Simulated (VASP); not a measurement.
A run of VASP 6.6.1:

The input POSCAR:

```
Fe
1.0
   -1.2324727939      1.2324727939      3.6107022369
    1.2324727939     -1.2324727939      3.6107022369
    1.2324727939      1.2324727939     -3.6107022369
Fe
2
Direct
    0.8513469090      0.8513469090      0.0000000000
    0.1486530910      0.1486530910      0.0000000000
```

INCAR.step1

```
PREC     = Accurate       # precision mode
ENCUT    = 520            # plane-wave cutoff, eV
ISMEAR   = 0              # smearing method
SIGMA    = 0.1            # smearing width, eV
LREAL    = F              # projectors in reciprocal space
LASPH    = T              # aspherical terms in the spheres
NELM     = 100            # most SCF steps
NBANDS   = 15             # bands
GGA      = PE             # functional
ALGO     = Normal         # electronic algorithm
EDIFF    = 1E-4           # SCF threshold, eV
LWAVE    = T              # write WAVECAR
LCHARG   = F              # write CHGCAR
```

INCAR.step2

```
PREC     = Accurate       # precision mode
ENCUT    = 520            # plane-wave cutoff, eV
EDIFF    = 1E-6           # SCF threshold, eV
ISMEAR   = 0              # smearing method
SIGMA    = 0.1            # smearing width, eV
LREAL    = F              # projectors in reciprocal space
LASPH    = T              # aspherical terms in the spheres
NELM     = 100            # most SCF steps
ALGO     = Normal         # electronic algorithm
ISIF     = 2              # what is computed and relaxed
LWAVE    = F              # write WAVECAR
LCHARG   = T              # write CHGCAR
METAGGA  = R2SCAN         # meta-GGA
LMIXTAU  = T            
LELF     = T              # ELF
LVHAR    = T            
NBANDS   = 15             # bands
ISTART   = 1
```

File KPOINTS:

```
regular mesh
0
Gamma
  10 10 10
```

Potentials or basis: VASP PAW PBE potentials, release 64 (Fe).

Command:

```bash
$ cat potpaw_PBE.64/Fe/POTCAR > POTCAR
$ cp INCAR.step1 INCAR
$ mpirun -np 1 vasp_std > vasp.out
$ cp INCAR.step2 INCAR
$ mpirun -np 1 vasp_std > vasp.out
```

Hardware: 1 thread of Intel(R) Xeon(R) Platinum 8375C CPU @ 2.90GHz (Ice Lake), on a shared host.

**Question.** Estimate the wall time of this run.

**Answer.** Wall time 2.5 min on 1 thread of Intel(R) Xeon(R) Platinum 8375C CPU @ 2.90GHz (Ice Lake), with other jobs on the host, peak memory 0.18 GiB. Counts: k points 102.
